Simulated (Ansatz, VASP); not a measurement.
P: VASP beside Ansatz

INCAR

```
PREC = Accurate
ENCUT = 520
EDIFF = 1E-6
ISMEAR = 0
SIGMA = 0.02
LREAL = F
LASPH = T
NELM = 80
ALGO = Normal
ISIF = 2
LWAVE = F
LCHARG = F
GGA = PS
NBANDS = 18
```

File KPOINTS:

```
regular mesh
0
Gamma
  8 1 6
```

File POSCAR:

```
P
1.0
    3.2843670946      0.0000000000      0.0000000000
    0.0000000000     34.8747478089      0.0000000000
    0.0000000000      0.0000000000      4.4369101038
P
4
Direct
    0.0000000000      0.9696876243      0.5826201303
    0.0000000000      0.0303123757      0.4173798697
    0.5000000000      0.0303123757      0.0826201303
    0.5000000000      0.9696876243      0.9173798697
```

Input for Ansatz:

```yaml
crystal:
  lattice:
    - [3.2843671017, 0.0, 0.0]
    - [0.0, 34.8747470704, 0.0]
    - [0.0, 0.0, 4.4369100789]
  atoms:
    - { symbol: P, position: [0.0, 0.9696876236, 0.5826201292] }
    - { symbol: P, position: [0.0, 0.0303123764, 0.4173798708] }
    - { symbol: P, position: [0.5, 0.0303123764, 0.0826201292] }
    - { symbol: P, position: [0.5, 0.9696876236, 0.9173798708] }
basis:
  ecutwfc: 420
kpoints:
  mp_grid: { grid: [8, 1, 6] }
  band_path: { path: [VBM, CBM], npoints: 2 }
hamiltonian:
  xc: pbesol
scf:
  occupations: { method: gaussian, width: 0.02 }
output:
  forces: true
  stress: true
  eigenvalues: true
checkpoint:
  read: start.run
  write: ck
  compress: false
  write_wavefunctions: false
  write_every: 100000
```

Alike in both runs: task single point; functional PBEsol; k mesh 8 × 1 × 6; occupations gaussian, width 0.02 eV; no spin polarisation.

|  | VASP | Ansatz |
| --- | --- | --- |
| version | VASP 6.6.1 | Ansatz 0.2.0 |
| potentials or method | VASP PAW PBE potentials, release 64 (P), cutoff 520 eV | scalar-relativistic, plane waves, PAW |
| valence electrons in the cell | 20 | 20 |

Ansatz gave:

| Property | Result |
| --- | --- |
| gap on the k mesh at the Fermi level (eV) | 0.70 |
| least direct gap on the mesh (eV) | 0.70 |
| rms of the force components (eV/Å) | 0.002 |

Which values does VASP return?

gap on the k mesh at the Fermi level (eV): 0.72; least direct gap on the mesh (eV): 0.72; rms of the force components (eV/Å): 0.012.

VASP's potentials were made for PBE, not for PBEsol. Atom by atom the forces differ by 0.013 eV/Å (rms over components).
